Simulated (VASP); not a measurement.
# GaP (F-43m) in VASP: further runs

The runs below take GaP through single point, with PBE, LDA.

Everything below comes from runs of VASP 6.6.1. Logs are shortened: lines on timing, memory, paths and dates and some standing lists are left out, and cuts for length are marked.

## Step 1: The cell of the first run

Symmetry: F-43m, No. 216, cubic system. The conventional cell has a = 5.452 Å, b = 5.452 Å, c = 5.452 Å, α = 90.00°, β = 90.00°, γ = 90.00°. Ga (site symmetry -43m) has 4 P at 2.36 Å within 3.1 Å. Within 3.1 Å of P (site symmetry -43m) lie 4 Ga at 2.36 Å.

## Step 2: Single point, PBE

File INCAR:

```
SYSTEM = GaP
PREC = Accurate
ENCUT = 500
EDIFF = 1E-6
ISMEAR = -1
SIGMA = 0.01
LREAL = .False.
LASPH = .True.
NELM = 120
ALGO = Normal
ISIF = 2
LWAVE = .False.
LCHARG = .False.
GGA = PE
NBANDS = 16
GGA_COMPAT = .False.
```

File KPOINTS:

```
Automatic mesh
0
Gamma
  9 9 9
  0 0 0
```

File POSCAR:

```
GaP
1.0
    0.0000000000      2.7258125000      2.7258125000
    2.7258125000      0.0000000000      2.7258125000
    2.7258125000      2.7258125000      0.0000000000
Ga P
1 1
Direct
    0.0000000000      0.0000000000      0.0000000000
    0.7500000000      0.7500000000      0.7500000000
```

Potentials or basis: VASP PAW PBE potentials, release 64 (Ga_d, P).

Run with:

```console
$ cat potpaw_PBE.64/Ga_d/POTCAR potpaw_PBE.64/P/POTCAR > POTCAR
$ mpirun -np 1 vasp_std > vasp.out
```

OUTCAR:

```text
SYSTEM = GaP
   PREC = Accurate
   ENCUT = 500
   EDIFF = 1E-6
   ISMEAR = -1
   LREAL = .False.
   LASPH = .True.
   NELM = 120
   ISIF = 2
   GGA = PE

 ion  position               nearest neighbor table
   1  0.000  0.000  0.000-   2 2.36   2 2.36   2 2.36   2 2.36
   2  0.750  0.750  0.750-   1 2.36   1 2.36   1 2.36   1 2.36

  LATTYP: Found a face centered cubic cell.
 ALAT       =     5.4516250000

  Lattice vectors:

 A1 = (   0.0000000000,   2.7258125000,   2.7258125000)
 A2 = (   2.7258125000,   0.0000000000,   2.7258125000)
 A3 = (   2.7258125000,   2.7258125000,   0.0000000000)

Analysis of symmetry for initial positions (statically):
=====================================================================
 Subroutine PRICEL returns:
 Original cell was already a primitive cell.

 Routine SETGRP: Setting up the symmetry group for a
 face centered cubic supercell.

 Subroutine GETGRP returns: Found 24 space group operations
 (whereof 24 operations were pure point group operations)
 out of a pool of 48 trial point group operations.

The static configuration has the point symmetry T_d .

Analysis of symmetry for dynamics (positions and initial velocities):
=====================================================================
 Subroutine PRICEL returns:
 Original cell was already a primitive cell.

 Routine SETGRP: Setting up the symmetry group for a
 face centered cubic supercell.

 Subroutine GETGRP returns: Found 24 space group operations
 (whereof 24 operations were pure point group operations)
 out of a pool of 48 trial point group operations.

The dynamic configuration has the point symmetry T_d .

 Subroutine INISYM returns: Found 24 space group operations
 (whereof 24 operations are pure point group operations),
 and found     1 'primitive' translations

----------------------------------------------------------------------------------------

                                     Primitive cell

  volume of cell :      40.5059

  direct lattice vectors                    reciprocal lattice vectors
     0.000000000  2.725812500  2.725812500    -0.183431546  0.183431546  0.183431546
     2.725812500  0.000000000  2.725812500     0.183431546 -0.183431546  0.183431546
     2.725812500  2.725812500  0.000000000     0.183431546  0.183431546 -0.183431546

  length of vectors
[... 79 lines left out ...]
   LASPH  =      T    aspherical Exc in radial PAW
   ENCUT  =  500.0 eV  36.75 Ry    6.06 a.u.   7.03  7.03  7.03*2*pi/ulx,y,z
   NELM   =    120;   NELMIN=  2; NELMDL= -5     # of ELM steps
   EDIFF  = 0.1E-05   stopping-criterion for ELM
   LREAL  =      F    real-space projection
   EDIFFG = 0.1E-04   stopping-criterion for IOM
   NSW    =      0    number of steps for IOM
   IBRION =     -1    ionic relax: 0-MD 1-quasi-New 2-CG
   NFREE  =      0    steps in history (QN), initial steepest desc. (CG)
   ISIF   =      2    stress and relaxation
   ISYM   =      2    0-nonsym 1-usesym 2-fastsym
   POTIM  = 0.5000    time-step for ionic-motion
   TEBEG  =    0.0;   TEEND  =   0.0 temperature during run
   PSTRESS=    0.0 pullay stress
   NELECT =      18.0000    total number of electrons
   NUPDOWN=      -1.0000    fix difference up-down
   EMIN   =  10.00;   EMAX   =-10.00  energy-range for DOS
   EFERMI =   0.00;   METHOD = LEGACY
   ISMEAR =    -1;   SIGMA  =   0.01  broadening in eV -4-tet -1-fermi 0-gaus
   EFERMI_NEDOS =   21; number of points for ismear=-14 and -15
   IALGO  =     38    algorithm
   IMIX   =      4    mixing-type and parameters
     AMIX     =   0.40;   BMIX     =  1.00
     AMIX_MAG =   1.60;   BMIX_MAG =  1.00
  volume/ion in A,a.u.               =      20.25       136.67
  Fermi-wavevector in a.u.,A,eV,Ry     =   1.249280  2.360796 21.234610  1.560700
  Thomas-Fermi vector in A             =   2.383328
   LORBIT       =      0    0 simple, 1 ext, 2 COOP (PROOUT), +10 PAW based schemes
   GGA     = PE    functional components
   LHFCALC =     F    Hartree Fock is set to
   AEXX    =    0.0000 exact exchange contribution
   IVDW    =     0    specifies the selected vdW correction
   LEPSILON=     F    determine dielectric tensor
   LRPA    =     F    only Hartree local field effects (RPA)
 non-spin polarized calculation
  energy-cutoff  :      500.00
  volume of cell :       40.51
 maximum number of plane-waves:      1037
   NGX = 13   NGY = 13   NGZ = 13

 number of electron      18.0000016 magnetization

 Free energy of the ion-electron system (eV)
  ---------------------------------------------------
  ext. energy  EPLUGINS =         0.00000000
  ---------------------------------------------------
  free energy    TOTEN  =        -9.11781248 eV

  energy without entropy =       -9.11781248  energy(sigma->0) =       -9.11781248

 E-fermi :   4.8431     XC(G=0):  -9.8306

 val. band max:        4.6451398450   @ k =   0.0000   0.0000   0.0000
 cond. band min:       6.2446533688   @ k =   0.4444   0.4444   0.0000
 fundamental gap:      1.5995135238
 Fermi energy:         4.8430873989

 k-point     1 :       0.0000    0.0000    0.0000
  band No.  band energies     occupation
      1      -9.9037      2.00000
      2      -9.9037      2.00000
      3      -9.9037      2.00000
      4      -9.8042      2.00000
      5      -9.8042      2.00000
      6      -7.8418      2.00000
[... 433 lines left out ...]
      3      -9.8407      2.00000
      4      -9.8386      2.00000
      5      -9.7831      2.00000
      6      -5.0869      2.00000
[... 8 lines left out ...]
     15      16.8885      0.00000
     16      18.1783      0.00000

 [... further k-points ...]

------------------------ aborting loop because EDIFF is reached ----------------------------------------

  FORCE on cell =-STRESS in cart. coord.  units (eV):
  Direction    XX          YY          ZZ          XY          YZ          ZX
  --------------------------------------------------------------------------------------
  -------------------------------------------------------------------------------------
  Total        0.5967394      0.5967394      0.5967394      0.0000000     -0.0000000      0.0000000
  in kB       23.6035501     23.6035501     23.6035501      0.0000000     -0.0000000      0.0000000
  external PRESSURE =      23.6035501 kB  Pullay stress =       0.0000000 kB

 VOLUME and BASIS-vectors are now :
 -----------------------------------------------------------------------------
  energy-cutoff  :      500.00
  volume of cell :       40.51
      direct lattice vectors                 reciprocal lattice vectors
     0.000000000  2.725812500  2.725812500    -0.183431546  0.183431546  0.183431546
     2.725812500  0.000000000  2.725812500     0.183431546 -0.183431546  0.183431546
     2.725812500  2.725812500  0.000000000     0.183431546  0.183431546 -0.183431546

 POSITION                                       TOTAL-FORCE (eV/Angst)
 -----------------------------------------------------------------------------------
      0.00000      0.00000      0.00000         0.000000      0.000000      0.000000
      4.08872      4.08872      4.08872        -0.000000     -0.000000     -0.000000
 -----------------------------------------------------------------------------------
    total drift:                               -0.000001     -0.000001     -0.000001

  FREE ENERGIE OF THE ION-ELECTRON SYSTEM (eV)
  ---------------------------------------------------
  free  energy   TOTEN  =        -9.1178124829 eV

  energy  without entropy=       -9.1178124829  energy(sigma->0) =       -9.11781248
```

OSZICAR:

```text
N       E                     dE             d eps       ncg     rms          rms(c)
DAV:   1     0.828828254914E+02    0.82883E+02   -0.89679E+03  1168   0.156E+03
DAV:   2    -0.300514777208E+01   -0.85888E+02   -0.81854E+02  1248   0.313E+02
DAV:   3    -0.928573458445E+01   -0.62806E+01   -0.62592E+01  1456   0.655E+01
DAV:   4    -0.938441451858E+01   -0.98680E-01   -0.98659E-01  1392   0.898E+00
DAV:   5    -0.938650005937E+01   -0.20855E-02   -0.20855E-02  1464   0.113E+00    0.425E+00
DAV:   6    -0.914402843252E+01    0.24247E+00   -0.37601E-01  1760   0.105E+01    0.281E+00
DAV:   7    -0.911696809501E+01    0.27060E-01   -0.95005E-02  1456   0.207E+00    0.112E+00
DAV:   8    -0.911727481199E+01   -0.30672E-03   -0.13350E-02  1336   0.140E+00    0.197E-01
DAV:   9    -0.911767196142E+01   -0.39715E-03   -0.13183E-03  1352   0.500E-01    0.797E-02
DAV:  10    -0.911774226311E+01   -0.70302E-04   -0.11124E-04  1744   0.115E-01    0.387E-02
DAV:  11    -0.911781279880E+01   -0.70536E-04   -0.95515E-05  1264   0.795E-02    0.500E-03
DAV:  12    -0.911781248290E+01    0.31590E-06   -0.26132E-06  1368   0.207E-02
   1 F= -.91178125E+01 E0= -.91178125E+01  d E =-.433126E-11
```

Wall time 37 s (1 thread of Intel Xeon 8259CL, shared host); peak memory 0.16 GiB.

Results:

| Item | Value |
| --- | --- |
| Free energy | -9.1178 eV |
| Pressure | 2.4 GPa |
| Band gap on the k mesh | 1.60 eV (least direct gap 1.82 eV) |

Levels at points of the mesh, in eV from the valence-band top:
| k point | band 6 | band 7 | band 8 | band 9 | band 10 | band 11 | band 12 | band 13 |
| --- | --- | --- | --- | --- | --- | --- | --- | --- |
| (0.00, 0.00, 0.00) | -12.49 | 0.00 | 0.00 | 0.00 | 1.82 | 3.89 | 3.89 | 3.89 |

Caveat: an odd mesh through Γ misses points on the zone boundary, where band edges can lie.

## Step 3: Single point, LDA

File INCAR:

```
  PREC = Accurate
  ENCUT = 500
  EDIFF = 1E-6
  ISMEAR = -1
  SIGMA = 0.01
  LREAL = F
  LASPH = T
  NELM = 120
  ALGO = Normal
  ISIF = 2
  LWAVE = F
  LCHARG = F
  NBANDS = 16
  GGA_COMPAT = F
```

File KPOINTS:

```
regular mesh
0
Gamma
  9 9 9
```

POSCAR is that of step 2.

Potentials or basis: VASP PAW LDA potentials, release 64 (Ga_d, P).

Run with:

```console
$ cat potpaw_LDA.64/Ga_d/POTCAR potpaw_LDA.64/P/POTCAR > POTCAR
$ mpirun -np 1 vasp_std > vasp.out
```

OUTCAR:

```text
PREC = Accurate
   ENCUT = 500
   EDIFF = 1E-6
   ISMEAR = -1
   LREAL = F
   LASPH = T
   NELM = 120
   ISIF = 2

 ion  position               nearest neighbor table
   1  0.000  0.000  0.000-   2 2.36   2 2.36   2 2.36   2 2.36
   2  0.750  0.750  0.750-   1 2.36   1 2.36   1 2.36   1 2.36

  LATTYP: Found a face centered cubic cell.
 ALAT       =     5.4516250000

  Lattice vectors:

 A1 = (   0.0000000000,   2.7258125000,   2.7258125000)
 A2 = (   2.7258125000,   0.0000000000,   2.7258125000)
 A3 = (   2.7258125000,   2.7258125000,   0.0000000000)

Analysis of symmetry for initial positions (statically):
=====================================================================
 Subroutine PRICEL returns:
 Original cell was already a primitive cell.

 Routine SETGRP: Setting up the symmetry group for a
 face centered cubic supercell.

 Subroutine GETGRP returns: Found 24 space group operations
 (whereof 24 operations were pure point group operations)
 out of a pool of 48 trial point group operations.

The static configuration has the point symmetry T_d .

Analysis of symmetry for dynamics (positions and initial velocities):
[... 160 lines left out ...]
 val. band max:        4.4977265820   @ k =   0.0000   0.0000   0.0000
 cond. band min:       5.9447288794   @ k =   0.4444   0.4444   0.0000
 fundamental gap:      1.4470022974
 Fermi energy:         4.7353779611

 k-point     1 :       0.0000    0.0000    0.0000
  band No.  band energies     occupation
      1     -10.2050      2.00000
      2     -10.2050      2.00000
      3     -10.2050      2.00000
      4     -10.1071      2.00000
      5     -10.1071      2.00000
      6      -8.0069      2.00000
[... 433 lines left out ...]
      3     -10.1430      2.00000
      4     -10.1413      2.00000
      5     -10.0863      2.00000
      6      -5.2225      2.00000
[... 8 lines left out ...]
     15      16.7748      0.00000
     16      17.9436      0.00000

 [... further k-points ...]

------------------------ aborting loop because EDIFF is reached ----------------------------------------

  FORCE on cell =-STRESS in cart. coord.  units (eV):
  Direction    XX          YY          ZZ          XY          YZ          ZX
  --------------------------------------------------------------------------------------
  -------------------------------------------------------------------------------------
  Total       -0.6906989     -0.6906989     -0.6906989      0.0000000      0.0000000     -0.0000000
  in kB      -27.3200447    -27.3200447    -27.3200447      0.0000000      0.0000000     -0.0000000
  external PRESSURE =     -27.3200447 kB  Pullay stress =       0.0000000 kB

 VOLUME and BASIS-vectors are now :
 -----------------------------------------------------------------------------
  energy-cutoff  :      500.00
  volume of cell :       40.51
      direct lattice vectors                 reciprocal lattice vectors
     0.000000000  2.725812500  2.725812500    -0.183431546  0.183431546  0.183431546
     2.725812500  0.000000000  2.725812500     0.183431546 -0.183431546  0.183431546
     2.725812500  2.725812500  0.000000000     0.183431546  0.183431546 -0.183431546

 POSITION                                       TOTAL-FORCE (eV/Angst)
 -----------------------------------------------------------------------------------
      0.00000      0.00000      0.00000         0.000000      0.000000      0.000000
      4.08872      4.08872      4.08872        -0.000000     -0.000000     -0.000000
 -----------------------------------------------------------------------------------
    total drift:                               -0.000001     -0.000001     -0.000001

  FREE ENERGIE OF THE ION-ELECTRON SYSTEM (eV)
  ---------------------------------------------------
  free  energy   TOTEN  =       -10.4414086706 eV

  energy  without entropy=      -10.4414086706  energy(sigma->0) =      -10.44140867
```

OSZICAR:

```text
N       E                     dE             d eps       ncg     rms          rms(c)
DAV:   1     0.819289316349E+02    0.81929E+02   -0.89722E+03  1168   0.155E+03
DAV:   2    -0.427632469677E+01   -0.86205E+02   -0.82190E+02  1256   0.314E+02
DAV:   3    -0.106554364761E+02   -0.63791E+01   -0.63571E+01  1448   0.659E+01
DAV:   4    -0.107577596911E+02   -0.10232E+00   -0.10230E+00  1392   0.915E+00
DAV:   5    -0.107599409738E+02   -0.21813E-02   -0.21812E-02  1464   0.116E+00    0.432E+00
DAV:   6    -0.104929988720E+02    0.26694E+00   -0.35822E-01  1752   0.102E+01    0.276E+00
DAV:   7    -0.104461979012E+02    0.46801E-01   -0.82670E-02  1480   0.198E+00    0.104E+00
DAV:   8    -0.104414331282E+02    0.47648E-02   -0.11244E-02  1344   0.116E+00    0.186E-01
DAV:   9    -0.104414009048E+02    0.32223E-04   -0.98534E-04  1584   0.410E-01    0.634E-02
DAV:  10    -0.104414025172E+02   -0.16125E-05   -0.54343E-05  1680   0.802E-02    0.277E-02
DAV:  11    -0.104414089247E+02   -0.64074E-05   -0.92126E-06  1368   0.450E-02    0.777E-03
DAV:  12    -0.104414086706E+02    0.25410E-06   -0.51016E-07   960   0.780E-03
   1 F= -.10441409E+02 E0= -.10441409E+02  d E =-.973164E-13
```

It took 33 s on 1 thread of Intel Xeon 8259CL, shared host; peak memory 0.15 GiB.

Results:

| Property | Result |
| --- | --- |
| Free energy | -10.4414 eV |
| Pressure | -2.7 GPa |
| Band gap on the k mesh | 1.45 eV (least direct gap 1.63 eV) |

Levels at points of the mesh, in eV from the valence-band top:
```csv
k point,band 7,band 8,band 9,band 10,band 11,band 12
"(0.00, 0.00, 0.00)",0.00,0.00,0.00,1.63,3.79,3.79
```

Caveat: an odd mesh through Γ misses points on the zone boundary, where band edges can lie.
